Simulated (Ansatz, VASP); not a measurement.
Mo in VASP and in Ansatz

File INCAR:

```
PREC     = Accurate       # precision mode
ENCUT    = 520            # plane-wave cutoff, eV
EDIFF    = 1E-6           # SCF threshold, eV
ISMEAR   = 0              # smearing method
SIGMA    = 0.15           # smearing width, eV
LREAL    = False          # projectors in reciprocal space
LASPH    = True           # aspherical terms in the spheres
NELM     = 100            # most SCF steps
ALGO     = Fast           # electronic algorithm
ISIF     = 2              # what is computed and relaxed
LWAVE    = False          # write WAVECAR
LCHARG   = False          # write CHGCAR
GGA      = PS             # functional
NBANDS   = 13             # bands
```

Contents of KPOINTS:

```
Automatic mesh
0
Gamma
  18 18 18
```

The input POSCAR:

```
Mo
1.0
    2.6671226373      0.0000000000      0.0000000000
   -1.3335613186      2.4282470337      0.0000000000
    0.0000000000      0.0000000000      2.5551807000
Mo
1
Direct
    0.0000000000      0.0000000000      0.5000000000
```

Input for Ansatz:

```yaml
crystal:
  lattice:
    - [2.6671226373, 0.0, 0.0]
    - [-1.3335613186, 2.4282470337, 0.0]
    - [0.0, 0.0, 2.5551807]
  atoms:
    - { symbol: Mo, position: [0.0, 0.0, 0.5] }
basis:
  ecutwfc: 420
kpoints:
  mp_grid: { grid: [18, 18, 18] }
hamiltonian:
  xc: pbesol
scf:
  occupations: { method: gaussian, width: 0.15 }
output:
  forces: true
  stress: true
  eigenvalues: true
```

Change from the starting cell: strain -0.0250 x Voigt [1, -1, 0, 0, 0, 0], atoms carried along.

Alike in both runs: task single point; functional PBEsol; k mesh 18 × 18 × 18; occupations gaussian, width 0.15 eV; no spin polarisation.

|  | VASP | Ansatz |
| --- | --- | --- |
| version | VASP 6.6.1 | Ansatz 0.2.0 |
| potentials or method | VASP PAW PBE potentials, release 64 (Mo_sv), cutoff 520 eV | scalar-relativistic, plane waves, PAW |
| valence electrons in the cell | 14 | 14 |

Ansatz gave:

| Property | Result |
| --- | --- |
| gap on the k mesh at the Fermi level (eV) | none |
| pressure (GPa) | -3.4 |
| traceless stress, the component that is largest in VASP (GPa) | -5.56 |

Q: Which values does VASP return?

A: gap on the k mesh at the Fermi level (eV): none; pressure (GPa): -2.9; traceless stress, the component that is largest in VASP (GPa): -5.46.

VASP's potentials were made for PBE, not for PBEsol. A gap of «none» marks a metal or a gap that the smearing closes.
